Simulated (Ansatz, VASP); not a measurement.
# Two plane-wave programs on Ba

The input INCAR:

```
  PREC = Accurate
  ENCUT = 600
  EDIFF = 1E-6
  ISMEAR = -1
  SIGMA = 0.1
  LREAL = False
  LASPH = True
  NELM = 100
  ALGO = Normal
  ISIF = 3
  LWAVE = False
  LCHARG = False
  GGA = PS
  IBRION = 2
  NSW = 80
  EDIFFG = -0.01
```

Contents of KPOINTS:

```
Automatic mesh
0
Gamma
  6 6 6
```

POSCAR

```
Ba
1.0
    0.0000000000      4.3860266073      4.3860266073
    4.3860266073      0.0000000000      4.3860266073
    4.3860266073      4.3860266073      0.0000000000
Ba
2
Direct
    0.1250000000      0.1250000000      0.1250000000
    0.8750000000      0.8750000000      0.8750000000
```

Input for Ansatz:

```yaml
crystal:
  lattice:
    - [0.0, 4.3860266073, 4.3860266073]
    - [4.3860266073, 0.0, 4.3860266073]
    - [4.3860266073, 4.3860266073, 0.0]
  atoms:
    - { symbol: Ba, position: [0.125, 0.125, 0.125] }
    - { symbol: Ba, position: [0.875, 0.875, 0.875] }
hamiltonian:
  xc: pbesol
  pseudopotentials:
    kind: paw
    azcp:
      Ba: "pseudopotentials/Ba.paw.azcp"
basis:
  ecutwfc: 420
  fft_grid_basis: typed
kpoints:
  mp_grid: { grid: [6, 6, 6], shift: [0, 0, 0] }
magnetization:
  spin_polarized: false
scf:
  occupations: { method: fermi_dirac, width: 0.1 }
relax:
  max_steps: 60
  f_tol: 0.01
  cell: {}
```

Alike in both runs: task relaxation of cell and atoms; functional PBEsol; k mesh 6 × 6 × 6; occupations fermi-dirac, width 0.1 eV; no spin polarisation.

```csv
,VASP,Ansatz
version,VASP 6.6.1,Ansatz 0.2.0
potentials or method,"VASP PAW PBE potentials, release 64 (Ba_sv), cutoff 600 eV","plane waves (420 eV) with PAW, scalar-relativistic"
valence electrons in the cell,20,20
```

```csv
,VASP,Ansatz,Ansatz less VASP
relaxed volume (Å³/atom),53.52,50.90,-2.620
relaxed cell length with the largest relative difference (Å),5.329,5.241,-0.0884
```

VASP's potentials were made for PBE, not for PBEsol, and Ansatz warns of the same on its side.

Spin-orbit coupling is off throughout. Noted on VASP's run: the volume moved by over 15 % at a fixed basis, so the end points are rough.
